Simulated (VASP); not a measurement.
Set up this calculation in VASP 6.6.1, as the native input.

```yaml
Task: single point
Functional: LDA
Potentials_or_basis: VASP PAW LDA potentials, release 64 (Zr_sv, Pt)
Cutoff: 520 eV
k_mesh: 10 × 10 × 10
Occupations: fermi-dirac, width 0.15 eV
Spin: no spin polarisation
Dipole_correction: no
Further_INCAR_settings: ALGO = Fast; EDIFF = 1e-06; NBANDS = 29
```

The structure of ZrPt3 lies in POSCAR:

```
ZrPt3
1.0
    3.9979806510      0.0000000000      0.0000000000
    0.0000000000      3.9979806510      0.0000000000
    0.0000000000      0.0000000000      3.9979806510
Zr Pt
1 3
Direct
    0.0000000000      0.0000000000      0.0000000000
    0.0000000000      0.5000000000      0.5000000000
    0.5000000000      0.0000000000      0.5000000000
    0.5000000000      0.5000000000      0.0000000000
```

The input as run:

INCAR

```
PREC = Accurate
ENCUT = 520
EDIFF = 1E-6
ISMEAR = -1
SIGMA = 0.15
LREAL = F
LASPH = T
NELM = 80
ALGO = Fast
ISIF = 2
LWAVE = F
LCHARG = F
GGA = CA
NBANDS = 29
```

KPOINTS

```
regular mesh
0
Gamma
  10 10 10
```

Potentials or basis: VASP PAW LDA potentials, release 64 (Zr_sv, Pt).

Run with:

```bash
$ cat potpaw_LDA.64/Zr_sv/POTCAR potpaw_LDA.64/Pt/POTCAR > POTCAR
$ mpirun -np 1 vasp_std > vasp.out
```

Results of the run:

```
Pressure               : -4.3 GPa
Band gap on the k mesh : zero (bands 21 and 22 overlap by 1.88 eV)
```

Caveat: the cell stands under tension; spin-orbit coupling is left out, which moves the levels of the heavy elements.

It took 2.5 min on 1 thread of AMD EPYC 7R43 64-Core Processor (Zen 3), with other jobs on the host, peak memory 0.17 GiB.
